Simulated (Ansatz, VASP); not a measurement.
## Ge2Sb2Te5 in VASP and in Ansatz

INCAR

```
ALGO = Normal
EDIFF = 1E-6
ENCUT = 520
ISIF = 2
ISMEAR = 0
LASPH = True
LCHARG = True
LELF = True
LREAL = False
LVHAR = True
LWAVE = False
NBANDS = 44
NELM = 60
PREC = Accurate
SIGMA = 0.05
```

KPOINTS

```
k-points
0
Gamma
  10 10 2
```

Contents of POSCAR:

```
Ge2Sb2Te5
1.0
    4.1963721883      0.0000000000      0.0000000000
   -2.0981860942      3.6341649188      0.0000000000
    0.0000000000      0.0000000000     16.6663347980
Ge Sb Te
2 2 5
Direct
    0.3333333333      0.6666666667      0.8993433550
    0.6666666667      0.3333333333      0.1006566450
    0.0000000000      0.0000000000      0.6815626319
    0.0000000000      0.0000000000      0.3184373681
    0.0000000000      0.0000000000      0.0000000000
    0.6666666667      0.3333333333      0.8008144752
    0.3333333333      0.6666666667      0.1991855248
    0.3333333333      0.6666666667      0.5785763799
    0.6666666667      0.3333333333      0.4214236201
```

Input for Ansatz:

```yaml
crystal:
  lattice:
    - [4.1963721883, 0.0, 0.0]
    - [-2.0981860942, 3.6341649188, 0.0]
    - [0.0, 0.0, 16.666334798]
  atoms:
    - { symbol: Ge, position: [0.3333333333, 0.6666666667, 0.899343355] }
    - { symbol: Ge, position: [0.6666666667, 0.3333333333, 0.100656645] }
    - { symbol: Sb, position: [0.0, 0.0, 0.6815626319] }
    - { symbol: Sb, position: [0.0, 0.0, 0.3184373681] }
    - { symbol: Te, position: [0.0, 0.0, 0.0] }
    - { symbol: Te, position: [0.6666666667, 0.3333333333, 0.8008144752] }
    - { symbol: Te, position: [0.3333333333, 0.6666666667, 0.1991855248] }
    - { symbol: Te, position: [0.3333333333, 0.6666666667, 0.5785763799] }
    - { symbol: Te, position: [0.6666666667, 0.3333333333, 0.4214236201] }
scf:
  occupations: { method: gaussian, width: 0.05 }
output:
  forces: true
  stress: false
hamiltonian:
  xc: lda
kpoints:
  mp_grid: { grid: [10, 10, 2] }
```

Alike in both runs: task single point; functional LDA; k mesh 10 × 10 × 2; occupations gaussian, width 0.05 eV; no spin polarisation.

|  | VASP | Ansatz |
| --- | --- | --- |
| version | VASP 6.6.1 | Ansatz 0.2.0 |
| potentials or method | VASP PAW LDA potentials, release 64 (Ge_d, Sb, Te) | scalar-relativistic, plane waves, PAW |
| plane-wave cutoff (eV) | 520 | 420 |
| valence electrons in the cell | 68 | 138 |

VASP gave:

```
rms of the force components (eV/Å) : 0.018
```

Question: What did Ansatz give for the same quantities?

Answer: rms of the force components (eV/Å): 0.001.

LDA's correlation is that of Perdew and Zunger in VASP and of Perdew and Wang (1992) in Ansatz. Atom by atom the forces differ by 0.018 eV/Å (rms over components). VASP's potentials hold 68 valence electrons a cell and Ansatz's 138, so a difference there can come from the potentials and not from the codes.

Spin-orbit coupling is off throughout.
